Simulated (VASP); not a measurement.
# Zn4Se3S (I-42m) in VASP: single point with PBE

Aim: the single point of Zn4Se3S with PBE.

Program: VASP 6.6.1. These are calculated values, not measurements. Logs are shortened: lines on timing, memory, paths and dates and some standing lists are left out, and cuts for length are marked.

### Step 1. The cell of the first run

The structure is tetragonal, space group I-42m (No. 121). The conventional cell has a = 5.660 Å, b = 5.660 Å, c = 11.314 Å, α = 90.00°, β = 90.00°, γ = 90.00°. Within 3.1 Å of Zn (site symmetry m) lie 1 S at 2.37 Å and 3 Se at 2.47 to 2.49 Å. Within 3.3 Å of Se (site symmetry -4) lie 4 Zn at 2.47 Å. Se (site symmetry -42m) has 4 Zn at 2.49 Å within 3.3 Å. Within 3.1 Å of S (site symmetry -42m) lie 4 Zn at 2.37 Å.

### Step 2. Single point, PBE

The input, INCAR:

```
PREC = Accurate
ENCUT = 520
EDIFF = 1E-6
ISMEAR = 0
SIGMA = 0.1
LREAL = False
LASPH = True
NELM = 60
ALGO = Normal
ISIF = 2
LWAVE = False
LCHARG = False
GGA = PE
NBANDS = 46
```

The input, KPOINTS:

```
Automatic mesh
0
Gamma
  4 4 4
```

The input, POSCAR:

```
Zn4Se3S
1.0
   -2.8301563000      2.8301563000      5.6570906000
    2.8301563000     -2.8301563000      5.6570906000
    2.8301563000      2.8301563000     -5.6570906000
Zn Se S
4 3 1
Direct
    0.8633050000      0.3801690000      0.0000000000
    0.3801690000      0.8633050000      0.0000000000
    0.1366950000      0.1366950000      0.5168640000
    0.6198310000      0.6198310000      0.4831360000
    0.7500000000      0.2500000000      0.5000000000
    0.2500000000      0.7500000000      0.5000000000
    0.0000000000      0.0000000000      0.0000000000
    0.5000000000      0.5000000000      0.0000000000
```

Potentials or basis: VASP PAW PBE potentials, release 64 (Zn, Se, S).

On the command line:

```console
cat potpaw_PBE.64/Zn/POTCAR potpaw_PBE.64/Se/POTCAR potpaw_PBE.64/S/POTCAR > POTCAR
mpirun -np 1 vasp_std > vasp.out
```

OUTCAR:

```text
PREC = Accurate
   ENCUT = 520
   EDIFF = 1E-6
   ISMEAR = 0
   LREAL = False
   LASPH = True
   NELM = 60
   ISIF = 2
   GGA = PE

 ion  position               nearest neighbor table
   1  0.863  0.380  0.000-   8 2.37   5 2.47   6 2.47   7 2.49
   2  0.380  0.863  0.000-   8 2.37   6 2.47   5 2.47   7 2.49
   3  0.137  0.137  0.517-   8 2.37   6 2.47   5 2.47   7 2.49
   4  0.620  0.620  0.483-   8 2.37   6 2.47   5 2.47   7 2.49
   5  0.750  0.250  0.500-   4 2.47   1 2.47   2 2.47   3 2.47
   6  0.250  0.750  0.500-   4 2.47   2 2.47   1 2.47   3 2.47
   7  0.000  0.000  0.000-   3 2.49   4 2.49   2 2.49   1 2.49
   8  0.500  0.500  0.000-   1 2.37   2 2.37   3 2.37   4 2.37

  LATTYP: Found a body centered tetragonal cell.
 ALAT       =     5.6603126000
 C/A-ratio  =     1.9988615470

  Lattice vectors:

 A1 = (  -2.8301563000,   2.8301563000,   5.6570906000)
 A2 = (   2.8301563000,  -2.8301563000,   5.6570906000)
 A3 = (   2.8301563000,   2.8301563000,  -5.6570906000)

Analysis of symmetry for initial positions (statically):
=====================================================================
 Subroutine PRICEL returns:
 Original cell was already a primitive cell.

 Routine SETGRP: Setting up the symmetry group for a
 body centered tetragonal supercell.

 Subroutine GETGRP returns: Found  8 space group operations
 (whereof  8 operations were pure point group operations)
 out of a pool of 16 trial point group operations.

The static configuration has the point symmetry D_2d.

Analysis of symmetry for dynamics (positions and initial velocities):
=====================================================================
 Subroutine PRICEL returns:
 Original cell was already a primitive cell.

 Routine SETGRP: Setting up the symmetry group for a
 body centered tetragonal supercell.

 Subroutine GETGRP returns: Found  8 space group operations
 (whereof  8 operations were pure point group operations)
 out of a pool of 16 trial point group operations.

The dynamic configuration has the point symmetry D_2d.

 Subroutine INISYM returns: Found  8 space group operations
 (whereof  8 operations are pure point group operations),
 and found     1 'primitive' translations

----------------------------------------------------------------------------------------

                                     Primitive cell

  volume of cell :     181.2483

  direct lattice vectors                    reciprocal lattice vectors
    -2.830156300  2.830156300  5.657090600     0.000000000  0.176668688  0.088384655
     2.830156300 -2.830156300  5.657090600     0.176668688  0.000000000  0.088384655
     2.830156300  2.830156300 -5.657090600     0.176668688  0.176668688  0.000000000

  length of vectors
     6.929808325  6.929808325  6.929808325     0.197544103  0.197544103  0.249847254

  position of ions in fractional coordinates (direct lattice)
     0.863305000  0.380169000  0.000000000
     0.380169000  0.863305000  0.000000000
     0.136695000  0.136695000  0.516864000
     0.619831000  0.619831000  0.483136000
     0.750000000  0.250000000  0.500000000
     0.250000000  0.750000000  0.500000000
     0.000000000  0.000000000  0.000000000
     0.500000000  0.500000000  0.000000000

  ion indices of the primitive-cell ions
   primitive index   ion index
                 1           1
                 2           2
                 3           3
                 4           4
                 5           5
                 6           6
                 7           7
                 8           8

----------------------------------------------------------------------------------------

 KPOINTS: Automatic mesh

Automatic generation of k-mesh.
 Grid dimensions read from file:
 generate k-points for:    4    4    4

 Generating k-lattice:

  Cartesian coordinates                     Fractional coordinates (reciprocal lattice)
     0.000000000  0.044167172  0.022096164     0.250000000 -0.000000000  0.000000000
     0.044167172  0.000000000  0.022096164    -0.000000000  0.250000000  0.000000000
     0.044167172  0.044167172  0.000000000     0.000000000  0.000000000  0.250000000

  Length of vectors
     0.049386026  0.049386026  0.062461814

  Shift w.r.t. Gamma in fractional coordinates (k-lattice)
     0.000000000  0.000000000  0.000000000

 Subroutine IBZKPT returns following result:
 ===========================================

 Found     13 irreducible k-points:

 Following reciprocal coordinates:
            Coordinates               Weight
  0.000000  0.000000  0.000000      1.000000
  0.250000 -0.000000  0.000000      8.000000
  0.500000 -0.000000  0.000000      4.000000
  0.250000  0.250000  0.000000      8.000000
  0.500000  0.250000  0.000000     16.000000
 -0.250000  0.250000  0.000000      4.000000
  0.500000  0.500000  0.000000      2.000000
  0.250000  0.250000  0.250000      2.000000
 -0.250000  0.250000  0.250000      4.000000
  0.500000  0.500000  0.250000      4.000000
 -0.250000  0.500000  0.250000      8.000000
 -0.250000 -0.250000  0.250000      2.000000
  0.500000  0.500000  0.500000      1.000000
   k-points           NKPTS =     13   k-points in BZ     NKDIM =     13   number of bands    NBANDS=     46
   number of dos      NEDOS =    301   number of ions     NIONS =      8
   total plane-waves  NPLWV = 157464
   dimension x,y,z NGX =    54 NGY =   54 NGZ =   54
   dimension x,y,z NGXF=   108 NGYF=  108 NGZF=  108
   ions per type =               4   3   1
   NGX,Y,Z   is equivalent  to a cutoff of  12.95, 12.95, 12.95 a.u.
   NGXF,Y,Z  is equivalent  to a cutoff of  25.91, 25.91, 25.91 a.u.
 SYSTEM =  unknown system
   PREC   = accura    normal or accurate (medium, high low for compatibility)
   ISTART =      0    job   : 0-new  1-cont  2-samecut
   ICHARG =      2    charge: 1-file 2-atom 10-const
   ISPIN  =      1    spin polarized calculation?
   LNONCOLLINEAR =      F non collinear calculations
   LSORBIT =      F    spin-orbit coupling
   LASPH  =      T    aspherical Exc in radial PAW
   ENCUT  =  520.0 eV  38.22 Ry    6.18 a.u.  12.88 12.88 12.88*2*pi/ulx,y,z
   NELM   =     60;   NELMIN=  2; NELMDL= -5     # of ELM steps
   EDIFF  = 0.1E-05   stopping-criterion for ELM
   LREAL  =      F    real-space projection
   EDIFFG = 0.1E-04   stopping-criterion for IOM
   NSW    =      0    number of steps for IOM
   IBRION =     -1    ionic relax: 0-MD 1-quasi-New 2-CG
   NFREE  =      0    steps in history (QN), initial steepest desc. (CG)
   ISIF   =      2    stress and relaxation
   ISYM   =      2    0-nonsym 1-usesym 2-fastsym
   POTIM  = 0.5000    time-step for ionic-motion
   TEBEG  =    0.0;   TEEND  =   0.0 temperature during run
   PSTRESS=    0.0 pullay stress
   NELECT =      72.0000    total number of electrons
   NUPDOWN=      -1.0000    fix difference up-down
   EMIN   =  10.00;   EMAX   =-10.00  energy-range for DOS
   EFERMI =   0.00;   METHOD = LEGACY
   ISMEAR =     0;   SIGMA  =   0.10  broadening in eV -4-tet -1-fermi 0-gaus
   EFERMI_NEDOS =   21; number of points for ismear=-14 and -15
   IALGO  =     38    algorithm
   IMIX   =      4    mixing-type and parameters
     AMIX     =   0.40;   BMIX     =  1.00
     AMIX_MAG =   1.60;   BMIX_MAG =  1.00
  volume/ion in A,a.u.               =      22.66       152.89
  Fermi-wavevector in a.u.,A,eV,Ry     =   1.203449  2.274189 19.705173  1.448289
  Thomas-Fermi vector in A             =   2.339202
   LORBIT       =      0    0 simple, 1 ext, 2 COOP (PROOUT), +10 PAW based schemes
   GGA     = PE    functional components
   LHFCALC =     F    Hartree Fock is set to
   AEXX    =    0.0000 exact exchange contribution
   IVDW    =     0    specifies the selected vdW correction
   LEPSILON=     F    determine dielectric tensor
   LRPA    =     F    only Hartree local field effects (RPA)
 non-spin polarized calculation
 Gauss-broadening in eV      SIGMA  =   0.10
  energy-cutoff  :      520.00
  volume of cell :      181.25
 maximum number of plane-waves:      4954
 NGX is ok and might be reduce to    54
   NGX = 25   NGY = 25   NGZ = 25

 number of electron      72.0000011 magnetization

 Free energy of the ion-electron system (eV)
  ---------------------------------------------------
  ext. energy  EPLUGINS =         0.00000000
  ---------------------------------------------------
  free energy    TOTEN  =       -24.90636721 eV

  energy without entropy =      -24.90636721  energy(sigma->0) =      -24.90636721

 E-fermi :   1.9016     XC(G=0):  -9.2593

 val. band max:        1.4767034674   @ k =   0.0000   0.0000   0.0000
 cond. band min:       2.8149365932   @ k =   0.0000   0.0000   0.0000
 fundamental gap:      1.3382331258
 Fermi energy:         1.9015561261

 k-point     1 :       0.0000    0.0000    0.0000
  band No.  band energies     occupation
      1     -11.5688      2.00000
      2     -10.5964      2.00000
      3     -10.5123      2.00000
      4     -10.4894      2.00000
      5      -4.9408      2.00000
      6      -4.9352      2.00000
[... 38 lines left out ...]
     45       7.4312      0.00000
     46       7.4622      0.00000

 k-point     2 :       0.2500   -0.0000    0.0000
  band No.  band energies     occupation
      1     -11.4074      2.00000
      2     -10.6729      2.00000
      3     -10.5924      2.00000
      4     -10.5377      2.00000
      5      -4.9358      2.00000
      6      -4.9094      2.00000
[... 38 lines left out ...]
     45       7.9415      0.00000
     46       8.0972      0.00000

 k-point     3 :       0.5000   -0.0000    0.0000
  band No.  band energies     occupation
      1     -11.0456      2.00000
      2     -10.9871      2.00000
      3     -10.6456      2.00000
      4     -10.5785      2.00000
      5      -4.9191      2.00000
      6      -4.8619      2.00000
[... 479 lines left out ...]
     45       8.0461      0.00000
     46       8.0461      0.00000

 k-point    13 :       0.5000    0.5000    0.5000
  band No.  band energies     occupation
      1     -11.1087      2.00000
      2     -11.0856      2.00000
      3     -10.5496      2.00000
      4     -10.5174      2.00000
      5      -4.9563      2.00000
      6      -4.9170      2.00000
[... 38 lines left out ...]
     45       9.4850      0.00000
     46       9.4987      0.00000

------------------------ aborting loop because EDIFF is reached ----------------------------------------

  FORCE on cell =-STRESS in cart. coord.  units (eV):
  Direction    XX          YY          ZZ          XY          YZ          ZX
  --------------------------------------------------------------------------------------
  -------------------------------------------------------------------------------------
  Total        0.2118485      0.2118485      0.2089272      0.0000000      0.0000000     -0.0000000
  in kB        1.8726735      1.8726735      1.8468501      0.0000000      0.0000000     -0.0000000
  external PRESSURE =       1.8640657 kB  Pullay stress =       0.0000000 kB

 VOLUME and BASIS-vectors are now :
 -----------------------------------------------------------------------------
  energy-cutoff  :      520.00
  volume of cell :      181.25
      direct lattice vectors                 reciprocal lattice vectors
    -2.830156300  2.830156300  5.657090600     0.000000000  0.176668688  0.088384655
     2.830156300 -2.830156300  5.657090600     0.176668688  0.000000000  0.088384655
     2.830156300  2.830156300 -5.657090600     0.176668688  0.176668688  0.000000000

 POSITION                                       TOTAL-FORCE (eV/Angst)
 -----------------------------------------------------------------------------------
     -1.36735      1.36735      7.03445         0.001613     -0.001613     -0.002072
      1.36735     -1.36735      7.03445        -0.001613      0.001613     -0.002072
      1.46281      1.46281     -1.37735         0.001613      0.001613      0.002072
      1.36735      1.36735      4.27974        -0.001613     -0.001613      0.002072
      0.00000      2.83016      2.82855         0.000000      0.000000      0.000000
      2.83016      0.00000      2.82855        -0.000000      0.000000      0.000000
      0.00000      0.00000      0.00000         0.000000      0.000000      0.000000
      0.00000      0.00000      5.65709        -0.000000      0.000000      0.000000
 -----------------------------------------------------------------------------------
    total drift:                               -0.000005     -0.000005     -0.000011

  FREE ENERGIE OF THE ION-ELECTRON SYSTEM (eV)
  ---------------------------------------------------
  free  energy   TOTEN  =       -24.9063672057 eV

  energy  without entropy=      -24.9063672057  energy(sigma->0) =      -24.90636721
```

Run time: 5.1 min. Hardware: 1 thread of AMD EPYC 7R43 (Zen 3), shared host; peak memory 0.4 GiB.

What came out:

| Property | Result |
| --- | --- |
| Free energy | -24.9064 eV |
| Pressure | 0.2 GPa |
| Largest force | 0.003 eV/Å |
| Band gap on the k mesh | 1.34 eV, direct |

Forces on the atoms (eV/Å):
```
Zn   0.002 -0.002 -0.002
Zn  -0.002  0.002 -0.002
Zn   0.002  0.002  0.002
Zn  -0.002 -0.002  0.002
Se   0.000  0.000  0.000
Se   0.000  0.000  0.000
Se   0.000  0.000  0.000
S    0.000  0.000  0.000
```

Levels at points of the mesh, in eV from the valence-band top:
```
           k point  band 32  band 33  band 34  band 35  band 36  band 37  band 38  band 39  band 40  band 41
(0.00, 0.00, 0.00)    -2.07    -2.07     0.00     0.00     0.00     1.34     3.14     3.58     5.46     5.50
(0.50, 0.00, 0.00)    -1.73    -1.55    -1.54    -1.03    -0.72     4.08     4.16     4.63     4.74     4.98
(0.50, 0.50, 0.00)    -1.01    -0.83    -0.71    -0.70    -0.65     2.59     2.71     4.10     4.31     6.24
(0.50, 0.50, 0.50)    -1.99    -1.31    -1.31    -1.03    -1.03     3.03     3.22     3.59     3.59     3.86
```
